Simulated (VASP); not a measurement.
Wanted: the native input for a VASP 6.6.1 run.

```yaml
Task: single point
Functional: PBEsol
Potentials_or_basis: VASP PAW PBE potentials, release 64 (Na_pv)
Cutoff: 520 eV
k_mesh: 13 × 13 × 13
Occupations: fermi-dirac, width 0.05 eV
Spin: no spin polarisation
Dipole_correction: no
Further_INCAR_settings: ALGO = Normal; EDIFF = 1e-06; NBANDS = 10
```

The structure of Na lies in POSCAR:

```
Na
1.0
   -2.0128444172      2.0128444172      2.0128444172
    2.0128444172     -2.0128444172      2.0128444172
    2.0128444172      2.0128444172     -2.0128444172
Na
1
Direct
    0.0000000000      0.0000000000      0.0000000000
```

One way to write it, as run:

INCAR

```
PREC = Accurate
ENCUT = 520
EDIFF = 1E-6
ISMEAR = -1
SIGMA = 0.05
LREAL = False
LASPH = True
NELM = 80
ALGO = Normal
ISIF = 2
LWAVE = False
LCHARG = True
GGA = PS
LELF = True
LVHAR = True
NBANDS = 10
```

KPOINTS

```
Automatic mesh
0
Gamma
  13 13 13
```

Potentials or basis: VASP PAW PBE potentials, release 64 (Na_pv).

Command:

```bash
$ cat potpaw_PBE.64/Na_pv/POTCAR > POTCAR
$ mpirun -np 1 vasp_std > vasp.out
```

It gave:

```json
{"Pressure": "1.0 GPa", "Band gap on the k mesh": "zero (an odd number of electrons rules out a gap without spin polarisation)"}
```

Caveat: the PAW data sets were made with another functional, which shifts forces and pressure a little.

Run time: 35 s on 1 thread of AMD EPYC 7R13 (shared host), peak memory 0.13 GiB.
